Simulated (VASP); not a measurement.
A run of VASP 6.6.1 is set up as follows.

Contents of INCAR:

```
SYSTEM = LiAl16O24
PREC = Accurate
ENCUT = 520
EDIFF = 1E-6
ISMEAR = -1
SIGMA = 0.01
LREAL = Auto
LASPH = .True.
NELM = 100
ALGO = Normal
ISIF = 2
LWAVE = .False.
LCHARG = .True.
GGA = PE
LELF = .True.
LVHAR = .True.
NBANDS = 124
NELECT = 194.0
```

File KPOINTS:

```
Automatic mesh
0
Gamma
  1 1 1
  0.25 0.25 0.25
```

POSCAR

```
LiAl16O24
1.0
    2.4039417600      1.3879164200      4.3742070900
   -4.8078835200      2.7758328500      8.7484141900
    0.0000000000     -5.5516656900      8.7484141900
Al O Li
16 24 1
Direct
    0.6140927355      0.3266876506      0.3538732000
    0.8482651112      0.4309761074      0.4280469764
    0.1633798117      0.0630415755      0.0722958517
    0.3720281567      0.1709338461      0.1815341249
    0.6372321889      0.3265420352      0.8185399446
    0.8377417067      0.4447572958      0.8972122351
    0.1419745107      0.0746273186      0.5772292310
    0.3401508665      0.1735432793      0.6849472430
    0.6471664139      0.8237361308      0.3249027958
    0.8445223091      0.9281658816      0.4298577864
    0.1394062371      0.5745697589      0.0753744624
    0.3495785148      0.6776209067      0.1728449058
    0.6444199240      0.8263272082      0.8238558405
    0.8555494815      0.9248238041      0.9264730185
    0.1466317867      0.5819139053      0.5665950679
    0.3455806377      0.6815326771      0.6729574588
    0.4444801570      0.0285993640      0.3787483757
    0.9385552326      0.1239408391      0.2901848492
    0.0474739062      0.3731501602      0.2216648760
    0.7558167353      0.2254666546      0.0308983310
    0.2353252195      0.2794681104      0.4776579941
    0.5417241307      0.4766636402      0.1251115333
    0.4451924461      0.0263739153      0.8757725623
    0.9387674046      0.1255598569      0.7823266229
    0.0466998921      0.3812787504      0.7153383956
    0.7354347740      0.2250756202      0.5374088545
    0.2514696584      0.2806314686      0.9619372303
    0.5458386302      0.4774635799      0.6230925420
    0.4397136371      0.5317050557      0.3738818677
    0.9392279096      0.6260979871      0.2781419639
    0.0532964209      0.8750836983      0.2226436394
    0.7466776835      0.7232583007      0.0280458832
    0.2471354806      0.7815830576      0.4700108874
    0.5530051518      0.9754221703      0.1255525589
    0.4325489508      0.5305441522      0.8731542834
    0.9369421561      0.6324349089      0.7718528524
    0.0523885087      0.8771241870      0.7222079331
    0.7457912940      0.7245424772      0.5271615684
    0.2480501868      0.7788340102      0.9718483170
    0.5479798155      0.9751535250      0.6275005677
    0.8903682277      0.3025795775      0.1250666112
```

Potentials or basis: VASP PAW PBE potentials, release 64 (Al, O, Li_sv).

The run is started by

```sh
$ cat potpaw_PBE.64/Al/POTCAR potpaw_PBE.64/O/POTCAR potpaw_PBE.64/Li_sv/POTCAR > POTCAR
$ mpirun -np 1 vasp_std > vasp.out
```

Question: Estimate the largest force.

Answer: 0.086 eV/Å.

Forces in eV/Å, atoms in the order of the input:
```
Al   0.024 -0.019  0.045
Al   0.015 -0.015  0.012
Al  -0.003  0.038 -0.004
Al   0.023 -0.009 -0.002
Al   0.019 -0.014  0.003
Al  -0.016 -0.009  0.011
Al   0.010 -0.013 -0.003
Al  -0.026  0.000  0.007
Al  -0.002 -0.008  0.003
Al   0.034  0.003  0.003
Al   0.011  0.005  0.008
Al  -0.005 -0.028  0.026
Al  -0.005 -0.001 -0.014
Al  -0.027 -0.006  0.007
Al   0.002  0.004 -0.011
Al   0.005  0.017  0.010
O   -0.035  0.013 -0.014
O    0.037 -0.027  0.004
O    0.003  0.006 -0.008
O   -0.014 -0.007 -0.018
O   -0.044 -0.010 -0.029
O   -0.064  0.017 -0.012
O    0.012 -0.015  0.004
O   -0.027  0.008  0.007
O    0.037  0.005 -0.027
O    0.016  0.006  0.012
O    0.073  0.041  0.017
O    0.021 -0.003 -0.003
O   -0.011  0.005 -0.001
O   -0.008  0.008  0.008
O    0.020  0.001 -0.018
O    0.004  0.005 -0.002
O   -0.004 -0.011 -0.001
O    0.005  0.008  0.005
O   -0.022 -0.015 -0.015
O   -0.014  0.022  0.026
O    0.003 -0.011 -0.010
O   -0.005  0.006 -0.010
O    0.005  0.003 -0.001
O    0.008 -0.005  0.008
Li  -0.055  0.004 -0.024
```

Caveat: the k points lie up to 1.58 Å⁻¹ apart; the cell carries a net charge on a neutralising background, which shifts energy and pressure.
